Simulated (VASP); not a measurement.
The system is PbF2.

```xyz
3
Lattice="0.0000 2.9637 2.9637 2.9637 0.0000 2.9637 2.9637 2.9637 0.0000" Properties=species:S:1:pos:R:3 pbc="T T T"
Pb    0.0000    0.0000    0.0000
F     4.4455    4.4455    4.4455
F     1.4818    1.4818    1.4818
```

```yaml
Program: VASP 6.6.1
Task: relaxation of cell and atoms
Functional: PBE
Potentials_or_basis: VASP PAW PBE potentials, release 64 (Pb_d, F)
Cutoff: 600 eV
k_mesh: 8 × 8 × 8
Occupations: fermi-dirac, width 0.05 eV
Spin: no spin polarisation
```

At the start: pressure 2.4 GPa; volume 17.35 Å³/atom.

Q: How do energy, volume and symmetry change on relaxing?

A: Over 3 steps the energy falls by 4.4 meV/atom and the volume is 17.95 Å³/atom (+3.4 %); space group Fm-3m (No. 225, to 0.1 Å) before and after.

The path:
```csv
step,energy change (eV),largest force (eV/Å),pressure (GPa),volume (Å³)
1,0.0000,0.0000,2.44,52.06
2,-0.0129,0.0000,-0.28,54.08
3,-0.0131,0.0000,0.00,53.84
```

Final structure:
```
CELL_PARAMETERS angstrom
0.00000 2.99711 2.99711
2.99711 0.00000 2.99711
2.99711 2.99711 0.00000
ATOMIC_POSITIONS crystal
Pb 0.00000 0.00000 0.00000
F 0.75000 0.75000 0.75000
F 0.25000 0.25000 0.25000
```
